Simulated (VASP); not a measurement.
# Ti3O4 (Cmmm) in VASP: further runs, part 2 of 2

VASP 6.6.1. Earlier steps stand in the parts before.

## 4. Single point, PBEsol (strain +0.0875 x Voigt [1, 0, 0, 0, 0, 0])

The input, INCAR:

```
  PREC = Accurate
  ENCUT = 520
  EDIFF = 1E-6
  ISMEAR = 0
  SIGMA = 0.15
  LREAL = False
  LASPH = True
  NELM = 100
  ALGO = Normal
  ISIF = 2
  LWAVE = False
  LCHARG = True
  GGA = PS
  LELF = True
  LVHAR = True
  NBANDS = 39
```

The input, KPOINTS:

```
Automatic mesh
0
Gamma
  8 8 14
```

The input, POSCAR:

```
Ti3O4
1.0
    3.1676876486     -4.0303540220      0.0000000000
    3.1676876486      4.0303540220      0.0000000000
    0.0000000000      0.0000000000      2.9690273773
Ti O
3 4
Direct
    0.0000000000      0.0000000000      0.5000000000
    0.5000000000      0.0000000000      0.0000000000
    0.0000000000      0.5000000000      0.0000000000
    0.7627833111      0.7627833111      0.0000000000
    0.2588765548      0.7411234452      0.5000000000
    0.2372166889      0.2372166889      0.0000000000
    0.7411234452      0.2588765548      0.5000000000
```

Command:

```bash
$ cat potpaw_PBE.64/Ti_sv/POTCAR potpaw_PBE.64/O/POTCAR > POTCAR
$ mpirun -np 1 vasp_std > vasp.out
```

It took 3.9 min on 1 thread of Intel Xeon 6975P-C (Granite Rapids), shared host; peak memory 0.45 GiB.

The run converged. Its results:

```yaml
Free_energy: -65.4825 eV
Pressure: -14.7 GPa
Largest_force: 0.970 eV/Å
Band_gap_on_the_k_mesh: zero (bands 30 and 31 overlap by 0.92 eV)
```

Forces on the atoms (eV/Å):
```
Ti   0.000  0.000  0.000
Ti   0.000  0.000  0.000
Ti   0.000  0.000  0.000
O    0.970  0.000  0.000
O    0.000  0.239  0.000
O   -0.970  0.000  0.000
O    0.000 -0.239  0.000
```

Stress tensor (GPa, compression positive):
```
-22.63   0.00   0.00
  0.00  -7.40   0.00
  0.00   0.00 -14.18
```

Levels at points of the mesh, in eV from the Fermi level:
```
           k point  band 28  band 29  band 30  band 31  band 32  band 33
(0.00, 0.00, 0.00)    -3.76    -2.34    -0.30    -0.07     0.23     0.61
(0.50, 0.00, 0.00)    -3.92    -1.01    -0.73     0.23     0.44     0.44
(0.50, 0.50, 0.00)    -4.48    -2.01    -0.21     0.56     0.64     0.71
(0.00, 0.00, 0.50)    -5.12     0.42     0.52     0.58     0.62     0.76
(0.50, 0.00, 0.50)    -4.36    -0.73    -0.61     0.31     0.58     1.70
(0.50, 0.50, 0.50)    -4.51    -2.09    -1.74     1.35     1.41     1.59
```

Caveat: the cell differs from its parent crystal (strain +0.0875 x Voigt [1, 0, 0, 0, 0, 0]); the stress differs along the axes, from -23 to -7 GPa; the PAW data sets were made with another functional, which shifts forces and pressure a little; semilocal functionals often make such compounds metallic where correlation or magnetic order opens a gap, which also shifts bond lengths.

## 5. Single point, PBEsol (strain +0.1000 x Voigt [1, 0, 0, 0, 0, 0])

The input, INCAR:

```
SYSTEM = Ti3O4
PREC = Accurate ; ENCUT = 520
EDIFF = 1E-6 ; ISMEAR = 0
SIGMA = 0.15 ; LREAL = .FALSE.
LASPH = .TRUE. ; NELM = 60
ALGO = Normal ; ISIF = 2
LWAVE = .FALSE. ; LCHARG = .FALSE.
GGA = PS ; NBANDS = 39
```

The input, KPOINTS:

```
Automatic mesh
0
G
  8 8 14
  0 0 0
```

POSCAR: that of step 4 with these lines changed.

```diff
@@ -2,4 +2,4 @@
 1.0
-    3.1676876486     -4.0303540220      0.0000000000
-    3.1676876486      4.0303540220      0.0000000000
+    3.2040978515     -4.0303540220      0.0000000000
+    3.2040978515      4.0303540220      0.0000000000
     0.0000000000      0.0000000000      2.9690273773
```

Command:

```bash
$ cat potpaw_PBE.64/Ti_sv/POTCAR potpaw_PBE.64/O/POTCAR > POTCAR
$ mpirun -np 1 vasp_std > vasp.out
```

Run time: 3.4 min. Hardware: 1 thread of Intel Xeon 6975P-C (Granite Rapids), shared host; peak memory 0.46 GiB.

It converged, with:

```
Free energy            : -65.3542 eV
Pressure               : -16.3 GPa
Largest force          : 1.085 eV/Å
Band gap on the k mesh : zero (bands 30 and 31 overlap by 0.87 eV)
```

Forces on the atoms (eV/Å):
```
Ti   0.000  0.000  0.000
Ti   0.000  0.000  0.000
Ti   0.000  0.000  0.000
O    1.085  0.000  0.000
O    0.000  0.283  0.000
O   -1.085  0.000  0.000
O    0.000 -0.283  0.000
```

Stress tensor (GPa, compression positive):
```
-24.98   0.00   0.00
  0.00  -8.43   0.00
  0.00   0.00 -15.60
```

Levels at points of the mesh, in eV from the Fermi level:
| k point | band 26 | band 27 | band 28 | band 29 | band 30 | band 31 | band 32 | band 33 | band 34 | band 35 |
| --- | --- | --- | --- | --- | --- | --- | --- | --- | --- | --- |
| (0.00, 0.00, 0.00) | -3.93 | -3.84 | -3.71 | -2.31 | -0.33 | -0.02 | 0.20 | 0.50 | 0.74 | 1.07 |
| (0.50, 0.00, 0.00) | -5.30 | -4.13 | -3.89 | -1.04 | -0.75 | 0.19 | 0.43 | 0.48 | 0.86 | 1.20 |
| (0.50, 0.50, 0.00) | -4.78 | -4.69 | -4.43 | -1.97 | -0.25 | 0.46 | 0.64 | 0.70 | 0.94 | 1.12 |
| (0.00, 0.00, 0.50) | -5.37 | -5.12 | -5.12 | 0.38 | 0.50 | 0.56 | 0.63 | 0.78 | 0.86 | 1.53 |
| (0.50, 0.00, 0.50) | -5.49 | -4.96 | -4.31 | -0.71 | -0.60 | 0.30 | 0.60 | 1.70 | 1.74 | 1.81 |
| (0.50, 0.50, 0.50) | -4.61 | -4.49 | -4.46 | -2.05 | -1.69 | 1.33 | 1.37 | 1.54 | 1.63 | 1.66 |

Caveat: the cell differs from its parent crystal (strain +0.1000 x Voigt [1, 0, 0, 0, 0, 0]); the stress differs along the axes, from -25 to -8 GPa; the PAW data sets were made with another functional, which shifts forces and pressure a little; semilocal functionals often make such compounds metallic where correlation or magnetic order opens a gap, which also shifts bond lengths.

## 6. Single point, PBEsol (strain +0.0250 x Voigt [1, 0, 0, 0, 0, 0])

The input, INCAR:

```
SYSTEM = Ti3O4
PREC = Accurate ; ENCUT = 520
EDIFF = 1E-7 ; ISMEAR = 0
SIGMA = 0.15 ; LREAL = .False.
LASPH = .True. ; NELM = 80
ALGO = Fast ; ISIF = 2
LWAVE = .False. ; LCHARG = .True.
GGA = PS ; LELF = .True.
LVHAR = .True. ; NBANDS = 39
```

The input, KPOINTS:

```
Automatic mesh
0
Gamma
  8 8 14
  0 0 0
```

POSCAR: that of step 5 with these lines changed.

```diff
@@ -2,4 +2,4 @@
 1.0
-    3.2040978515     -4.0303540220      0.0000000000
-    3.2040978515      4.0303540220      0.0000000000
+    2.9856366343     -4.0303540220      0.0000000000
+    2.9856366343      4.0303540220      0.0000000000
     0.0000000000      0.0000000000      2.9690273773
```

Potentials or basis: VASP PAW PBE potentials, release 64 (Ti_sv, O).

Command:

```bash
$ cat potpaw_PBE.64/Ti_sv/POTCAR potpaw_PBE.64/O/POTCAR > POTCAR
$ mpirun -np 1 vasp_std > vasp.out
```

OUTCAR:

```text
SYSTEM = Ti3O4
   PREC = Accurate
   ENCUT = 520
   EDIFF = 1E-7
   ISMEAR = 0
   LREAL = .False.
   LASPH = .True.
   NELM = 80
   ISIF = 2
   GGA = PS

 ion  position               nearest neighbor table
   1  0.000  0.000  0.500-   4 2.05   6 2.05   4 2.05   6 2.05   5 2.09   7 2.09   2 2.91   3 2.91
                             2 2.91   3 2.91   3 2.91   3 2.91   2 2.91   2 2.91
   2  0.500  0.000  0.000-   4 2.02   6 2.02   5 2.11   7 2.11   5 2.11   7 2.11   1 2.91   1 2.91
                             1 2.91   1 2.91
   3  0.000  0.500  0.000-   4 2.02   6 2.02   5 2.11   7 2.11   5 2.11   7 2.11   1 2.91   1 2.91
                             1 2.91   1 2.91
   4  0.763  0.763  0.000-   2 2.02   3 2.02   1 2.05   1 2.05
   5  0.259  0.741  0.500-   1 2.09   2 2.11   3 2.11   2 2.11   3 2.11
   6  0.237  0.237  0.000-   2 2.02   3 2.02   1 2.05   1 2.05
   7  0.741  0.259  0.500-   1 2.09   2 2.11   3 2.11   2 2.11   3 2.11

  LATTYP: Found a base centered orthorhombic cell.
 ALAT       =     5.9712732686
 B/A-ratio  =     1.3499144456
 C/A-ratio  =     0.4972184731

[... 196 lines left out ...]
 fundamental gap:      0.0100963577
 Fermi energy:         9.1830772426

 k-point     1 :       0.0000    0.0000    0.0000
  band No.  band energies     occupation
      1     -48.7556      2.00000
      2     -48.7016      2.00000
      3     -48.4699      2.00000
      4     -25.5993      2.00000
      5     -25.4596      2.00000
      6     -25.1604      2.00000
[... 997 lines left out ...]
     38      11.2752      0.00000
     39      11.5607      0.00000

 [... further k-points ...]

------------------------ aborting loop because EDIFF is reached ----------------------------------------

  FORCE on cell =-STRESS in cart. coord.  units (eV):
  Direction    XX          YY          ZZ          XY          YZ          ZX
  --------------------------------------------------------------------------------------
  -------------------------------------------------------------------------------------
  Total       -3.4058826     -0.7674526     -1.8968020      0.0000000      0.0000000      0.0000000
  in kB      -76.3687901    -17.2082936    -42.5312579      0.0000000      0.0000000      0.0000000
  external PRESSURE =     -45.3694472 kB  Pullay stress =       0.0000000 kB

 VOLUME and BASIS-vectors are now :
 -----------------------------------------------------------------------------
  energy-cutoff  :      520.00
  volume of cell :       71.45
      direct lattice vectors                 reciprocal lattice vectors
     2.985636634 -4.030354022  0.000000000     0.167468470 -0.124058581  0.000000000
     2.985636634  4.030354022  0.000000000     0.167468470  0.124058581  0.000000000
     0.000000000  0.000000000  2.969027377     0.000000000  0.000000000  0.336810636

 POSITION                                       TOTAL-FORCE (eV/Angst)
 -----------------------------------------------------------------------------------
      0.00000      0.00000      1.48451        -0.000000      0.000000      0.000000
      1.49282     -2.01518      0.00000        -0.000000      0.000000      0.000000
      1.49282      2.01518      0.00000        -0.000000      0.000000      0.000000
      4.55479      0.00000      0.00000         0.307223      0.000000      0.000000
      2.98564      1.94363      1.48451        -0.000000      0.056330      0.000000
      1.41649      0.00000      0.00000        -0.307223      0.000000      0.000000
      2.98564     -1.94363      1.48451        -0.000000     -0.056330     -0.000000
 -----------------------------------------------------------------------------------
    total drift:                                0.000000     -0.000000      0.000000

  FREE ENERGIE OF THE ION-ELECTRON SYSTEM (eV)
  ---------------------------------------------------
  free  energy   TOTEN  =       -65.9005694353 eV

  energy  without entropy=      -65.8628718176  energy(sigma->0) =      -65.88172063
```

OSZICAR:

```text
N       E                     dE             d eps       ncg     rms          rms(c)
DAV:   1     0.894670786812E+03    0.89467E+03   -0.30322E+04 13112   0.191E+03
DAV:   2     0.722968473040E+02   -0.82237E+03   -0.78479E+03 13519   0.583E+02
DAV:   3    -0.681805867299E+02   -0.14048E+03   -0.13755E+03 17473   0.217E+02
[... 13 lines left out ...]
RMM:  62    -0.659005691029E+02   -0.10262E-06   -0.13317E-06 10752   0.229E-03    0.103E-03
RMM:  63    -0.659005692045E+02   -0.10158E-06   -0.12929E-06 10785   0.223E-03    0.105E-03
RMM:  64    -0.659005692858E+02   -0.81278E-07   -0.11000E-06 10643   0.221E-03    0.109E-03
RMM:  65    -0.659005693668E+02   -0.81037E-07   -0.10871E-06 10689   0.220E-03    0.112E-03
RMM:  66    -0.659005694353E+02   -0.68472E-07   -0.94704E-07 10559   0.217E-03
   1 F= -.65900569E+02 E0= -.65881721E+02  d E =-.376976E-01
```

stdout:

```text
POSCAR found type information on POSCAR TiO
 POSCAR found :  2 types and       7 ions
 scaLAPACK will be used
[... 92 lines left out ...]
WARNING in EDDRMM: call to ZHEGV failed, returncode =   8  4     16
WARNING in EDDRMM: call to ZHEGV failed, returncode =   8  4     15
 num prob  num prob  num prob  num prob  num prob  num prob  num prob  num prob  num prob  num prob  num prob  num prob  num prob  num prob  num prob  num prob  num prob  num prob  num prob  num prob  num prob  num prob  num prob  num prob  num prob  num prob  num prob  num prob  num prob  num prob  num prob  num prob  num prob  num prob  num prob  num prob  num prob  num prob  num prob  num prob  num prob  num prob  num prob  num prob  num prob  num prob  num prob  num prob  num prob  num prob  num prob  num prob  num prob  num prob  num prob  nu
```

Run time: 42 min. Hardware: 1 thread of AMD EPYC 9755, shared host; peak memory 0.41 GiB.

What came out:

```
Free energy            : -65.9006 eV
Pressure               : -4.5 GPa
Largest force          : 0.307 eV/Å
Band gap on the k mesh : zero (bands 30 and 31 overlap by 1.13 eV)
```

Forces on the atoms (eV/Å):
```
Ti   0.000  0.000  0.000
Ti   0.000  0.000  0.000
Ti   0.000  0.000  0.000
O    0.307  0.000  0.000
O    0.000  0.056  0.000
O   -0.307  0.000  0.000
O    0.000 -0.056  0.000
```

Caveat: the cell differs from its parent crystal (strain +0.0250 x Voigt [1, 0, 0, 0, 0, 0]); the stress differs along the axes, from -8 to -2 GPa; the PAW data sets were made with another functional, which shifts forces and pressure a little; semilocal functionals often make such compounds metallic where correlation or magnetic order opens a gap, which also shifts bond lengths.

## 7. Single point, PBEsol (strain +0.0500 x Voigt [1, 0, 0, 0, 0, 0])

The input, INCAR:

```
SYSTEM = Ti3O4
ALGO     = Fast           ! electronic algorithm
EDIFF    = 1E-7           ! SCF threshold, eV
ENCUT    = 520            ! plane-wave cutoff, eV
GGA      = PS             ! functional
ISIF     = 2              ! what is computed and relaxed
ISMEAR   = 0              ! smearing method
LASPH    = .True.         ! aspherical terms in the spheres
LCHARG   = .False.        ! write CHGCAR
LREAL    = .False.        ! projectors in reciprocal space
LWAVE    = .False.        ! write WAVECAR
NBANDS   = 39             ! bands
NELM     = 60             ! most SCF steps
PREC     = Accurate       ! precision mode
SIGMA    = 0.15           ! smearing width, eV
```

The input, KPOINTS:

```
k-points
0
Gamma
  8 8 14
  0 0 0
```

POSCAR: that of step 6 with these lines changed.

```diff
@@ -2,4 +2,4 @@
 1.0
-    2.9856366343     -4.0303540220      0.0000000000
-    2.9856366343      4.0303540220      0.0000000000
+    3.0584570400     -4.0303540220      0.0000000000
+    3.0584570400      4.0303540220      0.0000000000
     0.0000000000      0.0000000000      2.9690273773
```

Command:

```bash
$ cat potpaw_PBE.64/Ti_sv/POTCAR potpaw_PBE.64/O/POTCAR > POTCAR
$ mpirun -np 1 vasp_std > vasp.out
```

Run time: 41 min. Hardware: 1 thread of AMD EPYC 9755, shared host; peak memory 0.42 GiB.

It converged, with:

* Free energy: -65.7827 eV
* Pressure: -9.1 GPa
* Largest force: 0.594 eV/Å
* Band gap on the k mesh: zero (bands 30 and 31 overlap by 1.07 eV)

Forces on the atoms (eV/Å):
```
Ti   0.000  0.000  0.000
Ti   0.000  0.000  0.000
Ti   0.000  0.000  0.000
O    0.594  0.000  0.000
O    0.000  0.123  0.000
O   -0.594  0.000  0.000
O    0.000 -0.123  0.000
```

Stress tensor (GPa, compression positive):
```
-14.34   0.00   0.00
  0.00  -4.09   0.00
  0.00   0.00  -8.83
```

Levels at points of the mesh, in eV from the Fermi level:
```
           k point  band 28  band 29  band 30  band 31  band 32  band 33
(0.00, 0.00, 0.00)    -3.92    -2.44    -0.22    -0.20     0.33     0.79
(0.50, 0.00, 0.00)    -4.02    -0.90    -0.68     0.32     0.33     0.49
(0.50, 0.50, 0.00)    -4.62    -2.14    -0.09     0.65     0.74     0.89
(0.00, 0.00, 0.50)    -5.12     0.57     0.59     0.59     0.69     0.69
(0.50, 0.00, 0.50)    -4.50    -0.78    -0.64     0.37     0.53     1.70
(0.50, 0.50, 0.50)    -4.68    -2.22    -1.89     1.41     1.46     1.54
```

Caveat: the cell differs from its parent crystal (strain +0.0500 x Voigt [1, 0, 0, 0, 0, 0]); the stress differs along the axes, from -14 to -4 GPa; the PAW data sets were made with another functional, which shifts forces and pressure a little; semilocal functionals often make such compounds metallic where correlation or magnetic order opens a gap, which also shifts bond lengths.

## 8. Summary

| cell | gap on the mesh (eV) | pressure (GPa) | largest force (eV/Å) |
| --- | --- | --- | --- |
| a = 5.059, b = 5.059, c = 2.969 Å, angles 90.0, 90.0, 105.6°, 7 atoms | none | -9.1 | 0.59 |
| a = 5.104, b = 5.104, c = 2.969 Å, angles 90.0, 90.0, 104.3°, 7 atoms | none | -13.0 | 0.85 |
| a = 5.126, b = 5.126, c = 2.969 Å, angles 90.0, 90.0, 103.7°, 7 atoms | none | -14.7 | 0.97 |
| a = 5.149, b = 5.149, c = 2.969 Å, angles 90.0, 90.0, 103.0°, 7 atoms | none | -16.3 | 1.09 |
| a = 5.016, b = 5.016, c = 2.969 Å, angles 90.0, 90.0, 106.9°, 7 atoms | none | -4.5 | 0.31 |

Alike in all rows: task single point; level PBEsol; potentials or basis VASP PAW PBE potentials, release 64 (Ti_sv, O); no spin polarisation; k mesh 8 × 8 × 14; cutoff (eV) 520; smearing gaussian 0.15 eV.

Caveats: the PAW data sets were made with another functional, which shifts forces and pressure a little; semilocal functionals often make such compounds metallic where correlation or magnetic order opens a gap, which also shifts bond lengths; the stress differs along the axes, from -14 to -4 GPa (at least some runs); the stress differs along the axes, from -20 to -6 GPa (at least some runs); the stress differs along the axes, from -23 to -7 GPa (at least some runs); the stress differs along the axes, from -25 to -8 GPa (at least some runs); the stress differs along the axes, from -8 to -2 GPa (at least some runs).

Total energies depend on the potentials used, so only differences within one code and one set of settings carry meaning.
